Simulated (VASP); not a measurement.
Write the native input for VASP 6.6.1 that does the following.

```
Task                   : single point
Functional             : PBE
Potentials or basis    : VASP PAW PBE potentials, release 64 (Eu, S)
Cutoff                 : 600 eV
k mesh                 : 7 × 7 × 7
Occupations            : fermi-dirac, width 0.15 eV
Spin                   : collinear spin, ferromagnetic start
Starting moments       : [7.0, 0.0] μB
Dipole correction      : no
Further INCAR settings : ALGO = Normal; EDIFF = 1e-06; NBANDS = 22
```

The structure of EuS lies in POSCAR:

```
EuS
1.0
    0.0000000000      2.9785000000      2.9785000000
    2.9785000000      0.0000000000      2.9785000000
    2.9785000000      2.9785000000      0.0000000000
Eu S
1 1
Direct
    0.0000000000      0.0000000000      0.0000000000
    0.5000000000      0.5000000000      0.5000000000
```

These files were run (other wordings do the same):

INCAR

```
PREC = Accurate ; ENCUT = 600
EDIFF = 1E-6 ; ISMEAR = -1
SIGMA = 0.15 ; LREAL = False
LASPH = True ; NELM = 200
ALGO = Normal ; ISIF = 2
LWAVE = False ; LCHARG = True
ISPIN = 2 ; MAGMOM = 7 0
LORBIT = 11 ; LMAXMIX = 6
GGA = PE ; LELF = True
LVHAR = True ; NBANDS = 22
GGA_COMPAT = False
```

KPOINTS

```
Automatic mesh
0
Gamma
  7 7 7
```

Potentials or basis: VASP PAW PBE potentials, release 64 (Eu, S).

Command:

```console
$ cat potpaw_PBE.64/Eu/POTCAR potpaw_PBE.64/S/POTCAR > POTCAR
$ mpirun -np 1 vasp_std > vasp.out
```

It gave:

```json
{"Pressure": "-2.9 GPa", "Net moment": "6.93 μB per cell", "Site moments": "Eu +6.56; S -0.07 μB", "Valence electrons inside the program's atomic spheres": "Eu 14.73; S 3.74"}
```

Caveat: a cell with one magnetic atom can't hold antiferromagnetic order, which such compounds often take.

Wall time 3.7 min on 1 thread of Intel Xeon 8259CL, with other jobs on the host, peak memory 0.27 GiB.
